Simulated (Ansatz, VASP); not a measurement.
# Two plane-wave programs on CoSi2

```xyz
6
Lattice="-0.0010 -2.6551 -2.6558 -0.0011 2.6560 -2.6567 5.3130 -0.0001 0.0021" Properties=species:S:1:pos:R:3 pbc="T T T"
Co    2.6554    0.0004   -2.6549
Co   -0.0001    0.0000   -0.0002
Si    3.9844    1.3273   -1.3269
Si    1.3282   -1.3282   -1.3272
Si    1.3274    1.3288   -1.3279
Si    3.9840   -1.3270   -1.3264
```

Change from the starting cell: all atoms moved at random, sigma 0.02 Å a component; relaxed back.

Alike in both runs: functional PBEsol; k mesh 10 × 10 × 6; occupations gaussian, width 0.15 eV; no spin polarisation.

Ansatz relaxed the structure, and its values are those at the end. VASP's run is a single point on that final structure, the one shown.

|  | VASP | Ansatz |
| --- | --- | --- |
| version | VASP 6.6.1 | Ansatz 0.2.0 |
| potentials or method | VASP PAW PBE potentials, release 64 (Co, Si), cutoff 520 eV | scalar-relativistic, plane waves, PAW |
| valence electrons in the cell | 34 | 50 |

```tsv
	VASP	Ansatz	Ansatz less VASP
gap on the k mesh at the Fermi level (eV)	none	none	-
pressure (GPa)	0.1	0.0	-0.14
```

VASP's potentials were made for PBE, not for PBEsol. A gap of «none» marks a metal or a gap that the smearing closes. VASP's potentials hold 34 valence electrons a cell and Ansatz's 50, so a difference there can come from the potentials and not from the codes.
